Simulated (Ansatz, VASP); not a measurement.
**GdO in VASP and in Ansatz**

INCAR

```
SYSTEM = GdO
ALGO = Normal ; EDIFF = 1E-6
ENCUT = 520 ; GGA = PE
GGA_COMPAT = .FALSE. ; ISIF = 2
ISMEAR = -1 ; LASPH = .TRUE.
LCHARG = .FALSE. ; LMAXMIX = 6
LNONCOLLINEAR = .TRUE. ; LORBIT = 11
LORBMOM = .TRUE. ; LREAL = .FALSE.
LSORBIT = .TRUE. ; LWAVE = .FALSE.
MAGMOM = 4.041 4.041 4.041 0 0 0 ; NBANDS = 36
NELM = 150 ; PREC = Accurate
SIGMA = 0.05
```

File KPOINTS:

```
k-points
0
G
  7 7 7
  0 0 0
```

File POSCAR:

```
GdO
1.0
    0.0000000000      2.7000000000      2.7000000000
    2.7000000000      0.0000000000      2.7000000000
    2.7000000000      2.7000000000      0.0000000000
Gd O
1 1
Direct
    0.0000000000      0.0000000000      0.0000000000
    0.7500000000      0.7500000000      0.7500000000
```

The input input.yaml:

```yaml
crystal:
  lattice:
    - [0.0, 2.7, 2.7]
    - [2.7, 0.0, 2.7]
    - [2.7, 2.7, 0.0]
  atoms:
    - { symbol: Gd, position: [0.0, 0.0, 0.0], spin: 6.999, spin_axis: [4.041, 4.041, 4.041] }
    - { symbol: O, position: [0.75, 0.75, 0.75] }
hamiltonian:
  xc: pbe
  pseudopotentials: { kind: paw_fr }
magnetization:
  noncollinear: true
  spin_orbit: true
kpoints:
  mp_grid: { grid: [7, 7, 7] }
  band_path:
    path:
      - [[0.0, 0.0, 0.0], [0.5, 0.0, 0.5], [0.5, 0.25, 0.75], [0.375, 0.375, 0.75], [0.0, 0.0, 0.0], [0.5, 0.5, 0.5], [0.625, 0.25, 0.625], [0.5, 0.25, 0.75], [0.5, 0.5, 0.5], [0.375, 0.375, 0.75]]
      - [[0.625, 0.25, 0.625], [0.5, 0.0, 0.5]]
    npoints: 14
scf:
  occupations: { method: fermi_dirac, width: 0.05 }
  n_extra_bands: 6
output:
  forces: true
  stress: true
  eigenvalues: true
  fatbands: true
  write_density: true
  write_potential: true
  elf: true
  volumetric_format: npy
```

Alike in both runs: functional PBE; k mesh 7 × 7 × 7; occupations fermi-dirac, width 0.05 eV; non-collinear spin, spin-orbit coupling.

|  | VASP | Ansatz |
| --- | --- | --- |
| version | VASP 6.6.1 | Ansatz 0.2.0 |
| potentials or method | VASP PAW PBE potentials, release 64 (Gd, O) | Ansatz PAW |
| plane-wave cutoff (eV) | 520 | 420 |
| valence electrons in the cell | 24 | 24 |
| task | single point | band structure |

VASP gave:

- pressure (GPa): -0.4
- net moment per atom (μB): 3.74

Problem. What did Ansatz give for the same quantities?

Solution. Pressure (GPa): -0.6; net moment per atom (μB): 3.74.
